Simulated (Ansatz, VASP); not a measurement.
# One calculation of BN, two programs

File INCAR:

```
SYSTEM = BN
ALGO = Normal
EDIFF = 1E-6
ENCUT = 600
GGA = PE
GGA_COMPAT = .False.
ISIF = 2
ISMEAR = 0
LASPH = .True.
LCHARG = .True.
LELF = .True.
LREAL = .False.
LVHAR = .True.
LWAVE = .False.
NBANDS = 11
NELM = 120
PREC = Accurate
SIGMA = 0.01
```

The input KPOINTS:

```
k-points
0
Gamma
  7 7 7
  0 0 0
```

The input POSCAR:

```
BN
1.0
    0.0000000000      1.8089530948      1.8089530948
    1.8089530948      0.0000000000      1.8089530948
    1.8089530948      1.8089530948      0.0000000000
B N
1 1
Direct
    0.0000000000      0.0000000000      0.0000000000
    0.2500000000      0.2500000000      0.2500000000
```

Input for Ansatz:

```yaml
crystal:
  lattice:
    - [1.2913782432681733e-17, 1.8089530947583974, 1.8089530947583976]
    - [1.8089530947583972, 1.4855096802999286e-17, 1.8089530947583976]
    - [1.8089530947583976, 1.8089530947583974, 1.5883481211689134e-18]
  atoms:
    - { symbol: B, position: [-2.8152266645635593e-18, 3.1077177465961363e-18, 2.7421038940554156e-18] }
    - { symbol: "N", position: [0.25, 0.25, 0.25] }
basis:
  ecutwfc: 420.0
kpoints:
  mp_grid:
    grid: [7, 7, 7]
scf:
  convergence:
    dr2_threshold: 1.0e-07
  occupations:
    method: fixed
output:
  forces: true
  stress: true
```

Alike in both runs: task single point; functional PBE; k mesh 7 × 7 × 7; no spin polarisation.

|  | VASP | Ansatz |
| --- | --- | --- |
| version | VASP 6.6.1 | Ansatz 0.2.0 |
| potentials or method | VASP PAW PBE potentials, release 64 (B, N), cutoff 600 eV | plane waves, PAW |
| occupations | gaussian, width 0.01 eV | fixed |
| valence electrons in the cell | 8 | 8 |

```tsv
	VASP	Ansatz	Ansatz less VASP
pressure (GPa)	2.1	2.1	+0.02
```

Ansatz's warnings: stress scf threshold loose.

The k mesh is coarse, so the values compare programs but aren't converged.
